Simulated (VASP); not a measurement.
Here is a VASP 6.6.1 calculation.

File INCAR:

```
  PREC = Accurate
  ENCUT = 520
  EDIFF = 1E-6
  ISMEAR = -1
  SIGMA = 0.1043
  LREAL = Auto
  LASPH = T
  NELM = 100
  ALGO = Normal
  ISIF = 2
  LWAVE = F
  LCHARG = F
  GGA = PE
  ISYM = 0
  NBANDS = 128
```

KPOINTS

```
Automatic mesh
0
Gamma
  1 1 1
  0.25 0.25 0.25
```

The input POSCAR:

```
Zr3Nb6Ni11
1.0
    6.8173460000     -0.1384310000     -0.2966090000
   -0.1384310000      6.6843640000     -0.0322140000
   -0.2966090000     -0.0322140000      6.7019700000
Ni Nb Zr
11 6 3
Direct
    0.6821440714      0.9460653520      0.2800737127
    0.3757404194      0.4747916407      0.6398779654
    0.5561417648      0.2444219424      0.8547827670
    0.8165092682      0.1817844897      0.5035234421
    0.6555441021      0.5825404388      0.0089623257
    0.8581826751      0.9713565161      0.8622475159
    0.7956205008      0.6083608019      0.3598280708
    0.5947659190      0.7567793136      0.6845892795
    0.4810774167      0.0333710378      0.5519071118
    0.1074696291      0.4323161101      0.3815147024
    0.3814291581      0.7306829359      0.3177529206
    0.8125578830      0.4741116870      0.7238434393
    0.8708931523      0.2945482104      0.1006656734
    0.4725971983      0.9172724788      0.9882359363
    0.0262084330      0.6749510782      0.1266104640
    0.2799483963      0.4652238457      0.9932324279
    0.5057493151      0.3658943581      0.3304989010
    0.0980017197      0.7451430343      0.6319860026
    0.1599661374      0.0625490285      0.2594586891
    0.1466694463      0.1765010401      0.7095238090
```

Potentials or basis: VASP PAW PBE potentials, release 64 (Ni, Nb_sv, Zr_sv).

Launch:

```sh
$ cat potpaw_PBE.64/Ni/POTCAR potpaw_PBE.64/Nb_sv/POTCAR potpaw_PBE.64/Zr_sv/POTCAR > POTCAR
$ mpirun -np 1 vasp_std > vasp.out
```

Estimate the pressure.

3.0 GPa.

Estimate the band gap on the k mesh.

0.08 eV.

Estimate the largest force.

2.882 eV/Å.

Stress tensor (GPa, compression positive):
```
 1.06 -1.44  3.16
-1.44  6.80  1.82
 3.16  1.82  1.22
```

Caveat: the k points lie up to 0.94 Å⁻¹ apart. Spin polarisation is off, so any magnetic state and its effect on volume and gap are missing.
